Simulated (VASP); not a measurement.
# CdPtC6N6 (Fm-3m) in VASP: further runs, part 2 of 2

VASP 6.6.1.

**3. Electric field gradients, r2SCAN**

The input, POSCAR:

```
CdPtC6N6
1.0
    0.0000000000      5.4730500000      5.4730500000
    5.4730500000      0.0000000000      5.4730500000
    5.4730500000      5.4730500000      0.0000000000
Cd Pt C N
1 1 6 6
Direct
    0.5000000000      0.5000000000      0.5000000000
    0.0000000000      0.0000000000      0.0000000000
    0.8167187910      0.1832812090      0.8167187910
    0.8167187910      0.1832812090      0.1832812090
    0.1832812090      0.8167187910      0.1832812090
    0.1832812090      0.8167187910      0.8167187910
    0.8167187910      0.8167187910      0.1832812090
    0.1832812090      0.1832812090      0.8167187910
    0.7109900483      0.2890099517      0.7109900483
    0.7109900483      0.2890099517      0.2890099517
    0.2890099517      0.7109900483      0.2890099517
    0.2890099517      0.7109900483      0.7109900483
    0.7109900483      0.7109900483      0.2890099517
    0.2890099517      0.2890099517      0.7109900483
```

The input, INCAR.step1:

```
SYSTEM = CdPtC6N6
  PREC = Accurate
  ENCUT = 520
  ISMEAR = -1
  SIGMA = 0.05
  LREAL = .False.
  LASPH = .True.
  NELM = 60
  NBANDS = 51
  GGA = PE
  ALGO = Normal
  EDIFF = 1E-4
  LWAVE = .True.
  LCHARG = .False.
```

The input, INCAR.step2:

```
SYSTEM = CdPtC6N6
  PREC = Accurate
  ENCUT = 520
  EDIFF = 1E-8
  ISMEAR = -1
  SIGMA = 0.05
  LREAL = .False.
  LASPH = .True.
  NELM = 60
  ALGO = Normal
  ISIF = 2
  LWAVE = .False.
  LCHARG = .False.
  METAGGA = R2SCAN
  LMIXTAU = .True.
  LEFG = .True.
  NBANDS = 51
  ISTART = 1
```

The input, KPOINTS:

```
regular mesh
0
Gamma
  5 5 5
  0 0 0
```

Potentials or basis: VASP PAW PBE potentials, release 64 (Cd, Pt, C, N).

Started as:

```
$ cat potpaw_PBE.64/Cd/POTCAR potpaw_PBE.64/Pt/POTCAR potpaw_PBE.64/C/POTCAR potpaw_PBE.64/N/POTCAR > POTCAR
$ cp INCAR.step1 INCAR
$ mpirun -np 1 vasp_std > vasp.out
$ cp INCAR.step2 INCAR
$ mpirun -np 1 vasp_std > vasp.out
```

OUTCAR:

```text
SYSTEM = CdPtC6N6
   PREC = Accurate
   ENCUT = 520
   EDIFF = 1E-8
   ISMEAR = -1
   LREAL = .False.
   LASPH = .True.
   NELM = 60
   ISIF = 2
   METAGGA = R2SCAN
   ISTART = 1

 ion  position               nearest neighbor table
   1  0.500  0.500  0.500-   9 2.31  10 2.31  11 2.31  12 2.31  13 2.31  14 2.31
   2  0.000  0.000  0.000-   3 2.01   4 2.01   5 2.01   6 2.01   7 2.01   8 2.01
   3  0.817  0.183  0.817-   9 1.16   2 2.01
   4  0.817  0.183  0.183-  10 1.16   2 2.01
   5  0.183  0.817  0.183-  11 1.16   2 2.01
   6  0.183  0.817  0.817-  12 1.16   2 2.01
   7  0.817  0.817  0.183-  13 1.16   2 2.01
   8  0.183  0.183  0.817-  14 1.16   2 2.01
   9  0.711  0.289  0.711-   3 1.16   1 2.31
  10  0.711  0.289  0.289-   4 1.16   1 2.31
  11  0.289  0.711  0.289-   5 1.16   1 2.31
  12  0.289  0.711  0.711-   6 1.16   1 2.31
  13  0.711  0.711  0.289-   7 1.16   1 2.31
  14  0.289  0.289  0.711-   8 1.16   1 2.31

  LATTYP: Found a face centered cubic cell.
 ALAT       =    10.9461000000

  Lattice vectors:

 A1 = (   0.0000000000,   5.4730500000,   5.4730500000)
 A2 = (   5.4730500000,   0.0000000000,   5.4730500000)
 A3 = (   5.4730500000,   5.4730500000,   0.0000000000)

Analysis of symmetry for initial positions (statically):
=====================================================================
 Subroutine PRICEL returns:
 Original cell was already a primitive cell.

 Routine SETGRP: Setting up the symmetry group for a
 face centered cubic supercell.

 Subroutine GETGRP returns: Found 48 space group operations
 (whereof 48 operations were pure point group operations)
 out of a pool of 48 trial point group operations.

The static configuration has the point symmetry O_h .

[... 738 lines left out ...]
      5.47305      3.16353      5.47305         0.000000     -0.261569     -0.000000
      7.78257      5.47305      5.47305         0.261569     -0.000000     -0.000000
      5.47305      5.47305      7.78257         0.000000     -0.000000      0.261569
      5.47305      5.47305      3.16353         0.000000     -0.000000     -0.261569
 -----------------------------------------------------------------------------------
    total drift:                                0.000000     -0.000000      0.000000

  FREE ENERGIE OF THE ION-ELECTRON SYSTEM (eV)
  ---------------------------------------------------
  free  energy   TOTEN  =      -181.5188827796 eV

  energy  without entropy=     -181.5188827795  energy(sigma->0) =     -181.51888278

 Electric field gradients (V/A^2)
---------------------------------------------------------------------
 ion       V_xx      V_yy      V_zz      V_xy      V_xz      V_yz
---------------------------------------------------------------------
   1      -0.000     0.000     0.000     0.002     0.002     0.002
   2      -0.000     0.000     0.000     0.001     0.001     0.001
   3      27.764   -55.527    27.764     0.000    -0.000     0.000
   4     -55.527    27.764    27.764     0.000     0.000    -0.000
   5      27.764   -55.527    27.764     0.000    -0.000     0.000
   6     -55.527    27.764    27.764     0.000     0.000    -0.000
   7      27.764    27.764   -55.527    -0.000     0.000     0.000
   8      27.764    27.764   -55.527    -0.000     0.000     0.000
   9      36.701   -73.402    36.701     0.000    -0.000     0.000
  10     -73.402    36.701    36.701     0.000     0.000    -0.000
  11      36.701   -73.402    36.701     0.000    -0.000     0.000
  12     -73.402    36.701    36.701     0.000     0.000    -0.000
  13      36.701    36.701   -73.402    -0.000     0.000     0.000
  14      36.701    36.701   -73.402    -0.000     0.000     0.000
---------------------------------------------------------------------

 Electric field gradients after diagonalization (V/A^2)
 (convention: |V_zz| > |V_xx| > |V_yy|)
----------------------------------------------------------------------
 ion       V_xx      V_yy      V_zz     asymmetry (V_yy - V_xx)/ V_zz
----------------------------------------------------------------------
   1      -0.002    -0.002     0.005       0.000
   2      -0.001    -0.001     0.001       0.000
   3      27.764    27.764   -55.527       0.000
   4      27.764    27.764   -55.527       0.000
   5      27.764    27.764   -55.527       0.000
   6      27.764    27.764   -55.527       0.000
   7      27.764    27.764   -55.527       0.000
   8      27.764    27.764   -55.527       0.000
   9      36.701    36.701   -73.402       0.000
  10      36.701    36.701   -73.402       0.000
  11      36.701    36.701   -73.402       0.000
  12      36.701    36.701   -73.402       0.000
  13      36.701    36.701   -73.402       0.000
  14      36.701    36.701   -73.402       0.000
----------------------------------------------------------------------

           NMR quadrupolar parameters

 Cq : quadrupolar parameter    Cq=e*Q*V_zz/h
 eta: asymmetry parameters     (V_yy - V_xx)/ V_zz
 Q  : nuclear electric quadrupole moment in mb (millibarn)
----------------------------------------------------------------------
 ion       Cq(MHz)       eta       Q (mb)
----------------------------------------------------------------------
   1       0.000       0.000       1.000
   2       0.000       0.000       1.000
   3      -0.134       0.000       1.000
   4      -0.134       0.000       1.000
   5      -0.134       0.000       1.000
   6      -0.134       0.000       1.000
   7      -0.134       0.000       1.000
   8      -0.134       0.000       1.000
   9      -0.177       0.000       1.000
  10      -0.177       0.000       1.000
  11      -0.177       0.000       1.000
  12      -0.177       0.000       1.000
  13      -0.177       0.000       1.000
  14      -0.177       0.000       1.000
----------------------------------------------------------------------
```

OUTCAR.step1:

```text
SYSTEM = CdPtC6N6
   PREC = Accurate
   ENCUT = 520
   ISMEAR = -1
   LREAL = .False.
   LASPH = .True.
[... 782 lines left out ...]
      7.78257      5.47305      5.47305        -0.406971     -0.000000      0.000000
      5.47305      5.47305      7.78257        -0.000000     -0.000000     -0.406971
      5.47305      5.47305      3.16353        -0.000000     -0.000000      0.406971
 -----------------------------------------------------------------------------------
    total drift:                                0.000000     -0.000000      0.000000

  FREE ENERGIE OF THE ION-ELECTRON SYSTEM (eV)
  ---------------------------------------------------
  free  energy   TOTEN  =      -107.4650578370 eV

  energy  without entropy=     -107.4650578370  energy(sigma->0) =     -107.46505784
```

OSZICAR.step1:

```text
N       E                     dE             d eps       ncg     rms          rms(c)
DAV:   1     0.518777380749E+03    0.51878E+03   -0.34627E+04  1020   0.127E+03
DAV:   2    -0.656669781499E+02   -0.58444E+03   -0.56867E+03  1333   0.303E+02
DAV:   3    -0.123585215740E+03   -0.57918E+02   -0.57405E+02  1184   0.985E+01
DAV:   4    -0.125119894119E+03   -0.15347E+01   -0.15224E+01  1376   0.176E+01
DAV:   5    -0.125163829937E+03   -0.43936E-01   -0.43818E-01  1418   0.269E+00    0.361E+01
DAV:   6    -0.110097902223E+03    0.15066E+02   -0.53733E+01  1166   0.513E+01    0.181E+01
DAV:   7    -0.107733248372E+03    0.23647E+01   -0.17645E+01  1141   0.226E+01    0.978E+00
DAV:   8    -0.107516196920E+03    0.21705E+00   -0.22126E+00  1344   0.649E+00    0.453E+00
DAV:   9    -0.107468581862E+03    0.47615E-01   -0.15673E-01  1364   0.229E+00    0.962E-01
DAV:  10    -0.107465423852E+03    0.31580E-02   -0.22873E-02  1373   0.830E-01    0.308E-01
DAV:  11    -0.107464979462E+03    0.44439E-03   -0.46634E-03  1429   0.352E-01    0.163E-01
DAV:  12    -0.107465142600E+03   -0.16314E-03   -0.11629E-03  1397   0.170E-01    0.596E-02
DAV:  13    -0.107465057837E+03    0.84763E-04   -0.24660E-04   965   0.731E-02
   1 F= -.10746506E+03 E0= -.10746506E+03  d E =-.261168E-10
```

Run time: 18 min. Hardware: 1 thread of Intel Xeon Platinum 8488C (Sapphire Rapids), shared host; peak memory 0.66 GiB.

Results:

* Free energy: -181.5189 eV
* Pressure: 0.4 GPa
* Largest force: 0.262 eV/Å
* Band gap on the k mesh: 5.70 eV (least direct gap 5.84 eV)
* Largest electric field gradient by atom: Cd +0.0; Pt -0.0; C -55.5; N -73.4 V/Å²

Forces in eV/Å, atoms in the order of the input:
```
Cd   0.000  0.000  0.000
Pt   0.000  0.000  0.000
C    0.000 -0.156  0.000
C    0.156  0.000  0.000
C    0.000  0.156  0.000
C   -0.156  0.000  0.000
C    0.000  0.000 -0.156
C    0.000  0.000  0.156
N    0.000  0.262  0.000
N   -0.262  0.000  0.000
N    0.000 -0.262  0.000
N    0.262  0.000  0.000
N    0.000  0.000  0.262
N    0.000  0.000 -0.262
```

Electric field gradients, principal values (V/Å²):
| atom | least | middle | greatest (by size) |
| --- | --- | --- | --- |
| 1 Cd | -0.002 | -0.002 | 0.005 |
| 2 Pt | -0.001 | -0.001 | 0.001 |
| 3 C | 27.764 | 27.764 | -55.527 |
| 4 C | 27.764 | 27.764 | -55.527 |
| 5 C | 27.764 | 27.764 | -55.527 |
| 6 C | 27.764 | 27.764 | -55.527 |
| 7 C | 27.764 | 27.764 | -55.527 |
| 8 C | 27.764 | 27.764 | -55.527 |
| 9 N | 36.701 | 36.701 | -73.402 |
| 10 N | 36.701 | 36.701 | -73.402 |
| 11 N | 36.701 | 36.701 | -73.402 |
| 12 N | 36.701 | 36.701 | -73.402 |
| 13 N | 36.701 | 36.701 | -73.402 |
| 14 N | 36.701 | 36.701 | -73.402 |

Caveat: without QUAD_EFG the Cq values of the log hold for a quadrupole moment of 1 mb, not for the nuclei; the PAW data sets were made with another functional, which shifts forces and pressure a little; spin-orbit coupling is left out, which moves the levels of the heavy elements; an odd mesh through Γ misses points on the zone boundary, where band edges can lie.
